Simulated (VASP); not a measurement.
Runs of VASP 6.6.1 on SnO2 (Cassiterite). The structure is that of space group P4_2/mnm (No. 136), or close to it. The cells are those of the table. 

| cell | gap on the mesh (eV) | pressure (GPa) | largest force (eV/Å) |
| --- | --- | --- | --- |
| a = 4.642, b = 4.642, c = 3.163 Å, 6 atoms | (b) | 16.1 | 0.02 |
| a = 4.760, b = 4.760, c = 3.201 Å, 6 atoms | 1.79 | (c) | 0.03 |
| a = 4.819, b = 4.819, c = 3.217 Å, 6 atoms | (a) | -4.6 | 0.03 |
| a = 4.701, b = 4.701, c = 3.183 Å, 6 atoms | 2.14 | 7.9 | 0.02 |

Alike in all rows: task single point; level r2SCAN; potentials or basis VASP PAW PBE potentials, release 64 (Sn_d, O); no spin polarisation; k mesh 6 × 6 × 8; cutoff (eV) 520; smearing gaussian 0.02 eV.

Question: Estimate the missing entries.

Answer: (a) 1.48; (b) 2.52; (c) 1.1.

Caveats: the PAW data sets were made with another functional, which shifts forces and pressure a little; spin-orbit coupling is left out, which moves the levels of the heavy elements.

A k mesh can miss the band edges, and the runs leave out spin-orbit coupling on Sn.
